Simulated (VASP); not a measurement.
# Cs (Immm) in VASP: single point with LDA

Aim: the single point of Cs with LDA.

All numbers are computed with VASP 6.6.1; they aren't measurements. Logs are shortened: lines on timing, memory, paths and dates and some standing lists are left out, and cuts for length are marked.

## (1) The cell of the first run

Symmetry: Immm, No. 71, orthorhombic system. Conventional cell: a = 5.500 Å, b = 5.830 Å, c = 8.194 Å, α = 90.00°, β = 90.00°, γ = 90.00°.

## (2) Single point, LDA (strain +0.0600 x Voigt [0, 1, 0, 0, 0, 0])

File INCAR:

```
SYSTEM = Cs
ALGO     = Fast           ! electronic algorithm
EDIFF    = 1E-7           ! SCF threshold, eV
ENCUT    = 520            ! plane-wave cutoff, eV
GGA      = CA             ! functional
ISIF     = 2              ! what is computed and relaxed
ISMEAR   = 0              ! smearing method
LASPH    = .TRUE.         ! aspherical terms in the spheres
LCHARG   = .FALSE.        ! write CHGCAR
LREAL    = .FALSE.        ! projectors in reciprocal space
LWAVE    = .FALSE.        ! write WAVECAR
NBANDS   = 10             ! bands
NELM     = 80             ! most SCF steps
PREC     = Accurate       ! precision mode
SIGMA    = 0.15           ! smearing width, eV
```

File KPOINTS:

```
k-points
0
G
  12 12 12
  0 0 0
```

File POSCAR:

```
Cs
1.0
   -2.7500754600      2.9150799876      4.0972389800
    2.7500754600     -2.9150799876      4.0972389800
    2.7500754600      2.9150799876     -4.0972389800
Cs
1
Direct
    0.0000000000      0.0000000000      0.0000000000
```

Potentials or basis: VASP PAW LDA potentials, release 64 (Cs_sv).

The run is started by

```console
$ cat potpaw_LDA.64/Cs_sv/POTCAR > POTCAR
$ mpirun -np 1 vasp_std > vasp.out
```

OUTCAR:

```text
SYSTEM = Cs
   EDIFF = 1E-7
   ENCUT = 520
   GGA = CA
   ISIF = 2
   ISMEAR = 0
   LASPH = .TRUE.
   LREAL = .FALSE.
   NELM = 80
   PREC = Accurate

 ion  position               nearest neighbor table
   1  0.000  0.000  0.000-

  LATTYP: Found a body centered orthorhombic cell.
 ALAT       =     5.5001509200
 B/A-ratio  =     1.0600000000
 C/A-ratio  =     1.4898642018

  Lattice vectors:

 A1 = (  -2.7500754600,   2.9150799876,   4.0972389800)
 A2 = (   2.7500754600,  -2.9150799876,   4.0972389800)
 A3 = (   2.7500754600,   2.9150799876,  -4.0972389800)

Analysis of symmetry for initial positions (statically):
=====================================================================
 Subroutine PRICEL returns:
 Original cell was already a primitive cell.

 Routine SETGRP: Setting up the symmetry group for a
 body centered orthorhombic supercell.

 Subroutine GETGRP returns: Found  8 space group operations
 (whereof  8 operations were pure point group operations)
 out of a pool of  8 trial point group operations.

The static configuration has the point symmetry D_2h.

Analysis of symmetry for dynamics (positions and initial velocities):
=====================================================================
 Subroutine PRICEL returns:
 Original cell was already a primitive cell.

 Routine SETGRP: Setting up the symmetry group for a
 body centered orthorhombic supercell.

 Subroutine GETGRP returns: Found  8 space group operations
 (whereof  8 operations were pure point group operations)
 out of a pool of  8 trial point group operations.

The dynamic configuration has the point symmetry D_2h.

 Subroutine INISYM returns: Found  8 space group operations
 (whereof  8 operations are pure point group operations),
 and found     1 'primitive' translations

----------------------------------------------------------------------------------------

                                     Primitive cell

  volume of cell :     131.3852

  direct lattice vectors                    reciprocal lattice vectors
    -2.750075460  2.915079988  4.097238980     0.000000000  0.171521880  0.122033399
     2.750075460 -2.915079988  4.097238980     0.181813193  0.000000000  0.122033399
     2.750075460  2.915079988 -4.097238980     0.181813193  0.171521880  0.000000000

  length of vectors
     5.731315174  5.731315174  5.731315174     0.210503933  0.218970746  0.249951580
[... 83 lines left out ...]
   IBRION =     -1    ionic relax: 0-MD 1-quasi-New 2-CG
   NFREE  =      0    steps in history (QN), initial steepest desc. (CG)
   ISIF   =      2    stress and relaxation
   ISYM   =      2    0-nonsym 1-usesym 2-fastsym
   POTIM  = 0.5000    time-step for ionic-motion
   TEBEG  =    0.0;   TEEND  =   0.0 temperature during run
   PSTRESS=    0.0 pullay stress
   NELECT =       9.0000    total number of electrons
   NUPDOWN=      -1.0000    fix difference up-down
   EMIN   =  10.00;   EMAX   =-10.00  energy-range for DOS
   EFERMI =   0.00;   METHOD = LEGACY
   ISMEAR =     0;   SIGMA  =   0.15  broadening in eV -4-tet -1-fermi 0-gaus
   EFERMI_NEDOS =   21; number of points for ismear=-14 and -15
   IALGO  =     68    algorithm
   IMIX   =      4    mixing-type and parameters
     AMIX     =   0.40;   BMIX     =  1.00
     AMIX_MAG =   1.60;   BMIX_MAG =  1.00
  volume/ion in A,a.u.               =     131.39       886.63
  Fermi-wavevector in a.u.,A,eV,Ry     =   0.669844  1.265821  6.104808  0.448691
  Thomas-Fermi vector in A             =   1.745182
   LORBIT       =      0    0 simple, 1 ext, 2 COOP (PROOUT), +10 PAW based schemes
   GGA     = CA    functional components
   LHFCALC =     F    Hartree Fock is set to
   AEXX    =    0.0000 exact exchange contribution
   IVDW    =     0    specifies the selected vdW correction
   LEPSILON=     F    determine dielectric tensor
   LRPA    =     F    only Hartree local field effects (RPA)
 non-spin polarized calculation
 RMM-DIIS sequential band-by-band and
 Gauss-broadening in eV      SIGMA  =   0.15
  energy-cutoff  :      520.00
  volume of cell :      131.39
 maximum number of plane-waves:      3559
 NGX is ok and might be reduce to    48
   NGX = 21   NGY = 21   NGZ = 21

 number of electron       9.0000001 magnetization

 Free energy of the ion-electron system (eV)
  ---------------------------------------------------
  ext. energy  EPLUGINS =         0.00000000
  ---------------------------------------------------
  free energy    TOTEN  =        -0.93747158 eV

  energy without entropy =       -0.92323406  energy(sigma->0) =       -0.93035282

 E-fermi :  -0.0205     XC(G=0):  -5.2105

 val. band max:       -0.0333509019   @ k =  -0.3333   0.4167   0.0000
 cond. band min:      -0.0193521404   @ k =  -0.0833   0.4167   0.0833
 fundamental gap:      0.0139987615
 Fermi energy:        -0.0204901588

 k-point     1 :       0.0000    0.0000    0.0000
  band No.  band energies     occupation
      1     -23.9269      2.00000
      2     -10.6830      2.00000
      3     -10.6793      2.00000
      4     -10.6727      2.00000
      5      -1.5642      2.00000
      6       2.1680      0.00000
      7       2.2278      0.00000
      8       2.4748      0.00000
      9       3.1767      0.00000
     10       3.3052      0.00000
[... 287 lines left out ...]
 k-point    24 :       0.3333    0.1667    0.0000
  band No.  band energies     occupation
      1     -23.9239      2.00000
      2     -10.7475      2.00000
      3     -10.7040      2.00000
      4     -10.6903      2.00000
      5      -0.2052      1.91847
      6       1.0008      0.00000
      7       1.8476      0.00000
      8       2.3876      0.00000
      9       3.2687      0.00000
     10       3.7938      0.00000

 [... further k-points ...]

------------------------ aborting loop because EDIFF is reached ----------------------------------------

  FORCE on cell =-STRESS in cart. coord.  units (eV):
  Direction    XX          YY          ZZ          XY          YZ          ZX
  --------------------------------------------------------------------------------------
  -------------------------------------------------------------------------------------
  Total       -0.3329935     -0.4047442     -0.3816326      0.0000000      0.0000000      0.0000000
  in kB       -4.0606915     -4.9356561     -4.6538205      0.0000000      0.0000000      0.0000000
  external PRESSURE =      -4.5500561 kB  Pullay stress =       0.0000000 kB

 VOLUME and BASIS-vectors are now :
 -----------------------------------------------------------------------------
  energy-cutoff  :      520.00
  volume of cell :      131.39
      direct lattice vectors                 reciprocal lattice vectors
    -2.750075460  2.915079988  4.097238980     0.000000000  0.171521880  0.122033399
     2.750075460 -2.915079988  4.097238980     0.181813193  0.000000000  0.122033399
     2.750075460  2.915079988 -4.097238980     0.181813193  0.171521880  0.000000000

 POSITION                                       TOTAL-FORCE (eV/Angst)
 -----------------------------------------------------------------------------------
      0.00000      0.00000      0.00000        -0.000000      0.000000     -0.000000
 -----------------------------------------------------------------------------------
    total drift:                               -0.000000      0.000000      0.000000

  FREE ENERGIE OF THE ION-ELECTRON SYSTEM (eV)
  ---------------------------------------------------
  free  energy   TOTEN  =        -0.9374715762 eV

  energy  without entropy=       -0.9232340630  energy(sigma->0) =       -0.93035282
```

Run time: 2.8 min. Hardware: 1 thread of Intel Xeon 6975P-C (Granite Rapids), shared host; peak memory 0.48 GiB.

What came out:

| Quantity | Value |
| --- | --- |
| Free energy | -0.9375 eV |
| Pressure | -0.5 GPa |
| Band gap on the k mesh | zero (an odd number of electrons rules out a gap without spin polarisation) |

Caveat: the cell differs from its parent crystal (strain +0.0600 x Voigt [0, 1, 0, 0, 0, 0]); spin-orbit coupling is left out, which moves the levels of the heavy elements.
